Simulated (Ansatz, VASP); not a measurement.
## Two plane-wave programs on Ag

File INCAR:

```
ALGO     = Normal         # electronic algorithm
EDIFF    = 1E-6           # SCF threshold, eV
EDIFFG   = -0.005         # ionic threshold
ENCUT    = 600            # plane-wave cutoff, eV
GGA      = PE             # functional
IBRION   = 2              # ionic algorithm
ISIF     = 3              # what is computed and relaxed
ISMEAR   = -1             # smearing method
LASPH    = True           # aspherical terms in the spheres
LCHARG   = False          # write CHGCAR
LREAL    = False          # projectors in reciprocal space
LWAVE    = False          # write WAVECAR
NELM     = 60             # most SCF steps
NSW      = 100            # ionic steps
PREC     = Accurate       # precision mode
SIGMA    = 0.05           # smearing width, eV
```

Contents of KPOINTS:

```
k-points
0
Gamma
  11 11 11
```

POSCAR

```
Ag
1.0
    0.0000000000      3.1985350544      3.1985350544
    3.1985350544      0.0000000000      3.1985350544
    3.1985350544      3.1985350544      0.0000000000
Ag
2
Direct
    0.0000000000      0.0000000000      0.0000000000
    0.2500000000      0.2500000000      0.2500000000
```

Input for Ansatz:

```yaml
crystal:
  lattice:
    - [0.0, 3.1985350544, 3.1985350544]
    - [3.1985350544, 0.0, 3.1985350544]
    - [3.1985350544, 3.1985350544, 0.0]
  atoms:
    - { symbol: Ag, position: [0.0, 0.0, 0.0] }
    - { symbol: Ag, position: [0.25, 0.25, 0.25] }
kpoints:
  mp_grid: { grid: [11, 11, 11] }
scf:
  occupations: { method: fermi_dirac, width: 0.05 }
hamiltonian:
  xc: pbe
  pseudopotentials: { kind: paw }
output:
  forces: true
  stress: true
relax:
  f_tol: 0.005
  max_steps: 80
  cell: {}
```

Alike in both runs: task relaxation of cell and atoms; functional PBE; k mesh 11 × 11 × 11; occupations fermi-dirac, width 0.05 eV; no spin polarisation.

```csv
,VASP,Ansatz
version,VASP 6.6.1,Ansatz 0.2.0
potentials or method,"VASP PAW PBE potentials, release 64 (Ag)","PAW with Ansatz's default frozen-core files, scalar-relativistic"
plane-wave cutoff (eV),600,420
valence electrons in the cell,22,38
```

```csv
,VASP,Ansatz,Ansatz less VASP
relaxed volume (Å³/atom),30.04,30.03,-0.005
relaxed length of the cell vector where the two differ most in proportion (Å),4.396,4.396,-0.0002
```

VASP's potentials hold 22 valence electrons a cell and Ansatz's 38, so a difference there can come from the potentials and not from the codes.
